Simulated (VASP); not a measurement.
Input of a VASP 6.6.1 run:

Contents of INCAR:

```
  ALGO = Normal
  EDIFF = 1E-6
  ENCUT = 520
  GGA = PE
  ISIF = 2
  ISMEAR = 0
  LASPH = T
  LCHARG = T
  LELF = T
  LREAL = F
  LVHAR = T
  LWAVE = F
  NBANDS = 11
  NELM = 60
  PREC = Accurate
  SIGMA = 0.05
```

Contents of KPOINTS:

```
k-points
0
Gamma
  10 10 10
```

The input POSCAR:

```
AlN
1.0
    0.0000000000      2.0349105802      2.0349105802
    2.0349105802      0.0000000000      2.0349105802
    2.0349105802      2.0349105802      0.0000000000
Al N
1 1
Direct
    0.5000000000      0.5000000000      0.5000000000
    0.0000000000      0.0000000000      0.0000000000
```

Potentials or basis: VASP PAW PBE potentials, release 64 (Al, N).

The run is started by

```console
$ cat potpaw_PBE.64/Al/POTCAR potpaw_PBE.64/N/POTCAR > POTCAR
$ mpirun -np 1 vasp_std > vasp.out
```

**Question.** Estimate the pressure.

**Answer.** -0.1 GPa.

**Question.** What does it give for the band gap on the k mesh?

**Answer.** 4.42 eV, indirect (least direct gap 5.40 eV).

A k mesh can miss the band edges. Expect the measured gap to be larger: semilocal functionals such as PBE lack the derivative discontinuity.
